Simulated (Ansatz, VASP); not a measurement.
**Ba3TaGa3Si2O14: VASP beside Ansatz**

The input INCAR:

```
SYSTEM = Ba3TaGa3Si2O14
PREC = Accurate
ENCUT = 520
EDIFF = 1E-8
ISMEAR = -1
SIGMA = 0.02
LREAL = Auto
LASPH = .TRUE.
NELM = 60
ALGO = Normal
ISIF = 2
LWAVE = .FALSE.
LCHARG = .FALSE.
GGA = PE
LEFG = .TRUE.
NBANDS = 103
```

Contents of KPOINTS:

```
regular mesh
0
G
  3 3 4
  0 0 0
```

Contents of POSCAR:

```
Ba3TaGa3Si2O14
1.0
    8.5150000000      0.0000000000      0.0000000000
   -4.2575000000      7.3742063132      0.0000000000
    0.0000000000      0.0000000000      5.1920000000
Ba Ta Ga Si O
3 1 3 2 14
Direct
    0.4320092207      0.0000000000      0.0000000000
    0.0000000000      0.4320092207      0.0000000000
    0.5679907793      0.5679907793      0.0000000000
    0.0058719906      0.0000000000      0.0000000000
    0.7456293529      0.0000000000      0.5000000000
    0.0000000000      0.7456293529      0.5000000000
    0.2543706471      0.2543706471      0.5000000000
    0.3333333333      0.6666666667      0.4778909481
    0.6666666667      0.3333333333      0.5221090519
    0.3333333333      0.6666666667      0.7866819213
    0.6666666667      0.3333333333      0.2133180787
    0.4735686029      0.2979654636      0.6516383113
    0.7020345364      0.1756031393      0.6516383113
    0.8243968607      0.5264313971      0.6516383113
    0.2979654636      0.4735686029      0.3483616887
    0.1756031393      0.7020345364      0.3483616887
    0.5264313971      0.8243968607      0.3483616887
    0.2186306324      0.1037481923      0.2260510393
    0.8962518077      0.1148824401      0.2260510393
    0.8851175599      0.7813693676      0.2260510393
    0.1037481923      0.2186306324      0.7739489607
    0.1148824401      0.8962518077      0.7739489607
    0.7813693676      0.8851175599      0.7739489607
```

Input for Ansatz:

```yaml
crystal:
  lattice:
    - [8.515, 0.0, 0.0]
    - [-4.2575, 7.3742063132, 0.0]
    - [0.0, 0.0, 5.192]
  atoms:
    - { symbol: Ba, position: [0.4320092207, 0.0, 0.0] }
    - { symbol: Ba, position: [0.0, 0.4320092207, 0.0] }
    - { symbol: Ba, position: [0.5679907793, 0.5679907793, 0.0] }
    - { symbol: Ta, position: [0.0058719906, 0.0, 0.0] }
    - { symbol: Ga, position: [0.7456293529, 0.0, 0.5] }
    - { symbol: Ga, position: [0.0, 0.7456293529, 0.5] }
    - { symbol: Ga, position: [0.2543706471, 0.2543706471, 0.5] }
    - { symbol: Si, position: [0.3333333333, 0.6666666667, 0.4778909481] }
    - { symbol: Si, position: [0.6666666667, 0.3333333333, 0.5221090519] }
    - { symbol: O, position: [0.3333333333, 0.6666666667, 0.7866819213] }
    - { symbol: O, position: [0.6666666667, 0.3333333333, 0.2133180787] }
    - { symbol: O, position: [0.4735686029, 0.2979654636, 0.6516383113] }
    - { symbol: O, position: [0.7020345364, 0.1756031393, 0.6516383113] }
    - { symbol: O, position: [0.8243968607, 0.5264313971, 0.6516383113] }
    - { symbol: O, position: [0.2979654636, 0.4735686029, 0.3483616887] }
    - { symbol: O, position: [0.1756031393, 0.7020345364, 0.3483616887] }
    - { symbol: O, position: [0.5264313971, 0.8243968607, 0.3483616887] }
    - { symbol: O, position: [0.2186306324, 0.1037481923, 0.2260510393] }
    - { symbol: O, position: [0.8962518077, 0.1148824401, 0.2260510393] }
    - { symbol: O, position: [0.8851175599, 0.7813693676, 0.2260510393] }
    - { symbol: O, position: [0.1037481923, 0.2186306324, 0.7739489607] }
    - { symbol: O, position: [0.1148824401, 0.8962518077, 0.7739489607] }
    - { symbol: O, position: [0.7813693676, 0.8851175599, 0.7739489607] }
kpoints:
  mp_grid: { grid: [3, 3, 4] }
scf:
  occupations: { method: fermi_dirac, width: 0.02 }
hamiltonian:
  xc: pbe
  pseudopotentials: { kind: paw }
output:
  forces: true
  stress: true
  populations: true
  efg:
    quadrupole_moments_barn: { Ba: 0.236, Ta: 3.17, Ga: 0.107, O: -0.02558 }
    contact_densities: true
```

Alike in both runs: task electric field gradients; functional PBE; k mesh 3 × 3 × 4; occupations fermi-dirac, width 0.02 eV; no spin polarisation.

|  | VASP | Ansatz |
| --- | --- | --- |
| version | VASP 6.6.1 | Ansatz 0.2.0 |
| potentials or method | VASP PAW PBE potentials, release 64 (Ba_sv, Ta_pv, Ga_d, Si, O) | plane-wave PAW, scalar-relativistic |
| plane-wave cutoff (eV) | 520 | 420 |
| valence electrons in the cell | 172 | 174 |

```csv
,VASP,Ansatz,Ansatz less VASP
gap on the k mesh at the Fermi level (eV),3.80,3.83,+0.029
pressure (GPa),4.4,3.5,-0.94
"traceless stress, the component that is largest in VASP (GPa)",0.19,0.20,+0.007
rms of the force components (eV/Å),0.209,0.201,-0.0075
size of Vzz on the site where it differs most (V/Å²),92.3,113.4,+21.08
```

Atom by atom the forces differ by 0.025 eV/Å (rms over components). VASP's potentials hold 172 valence electrons a cell and Ansatz's 174, so a difference there can come from the potentials and not from the codes.

Neither program's run includes spin-orbit coupling.
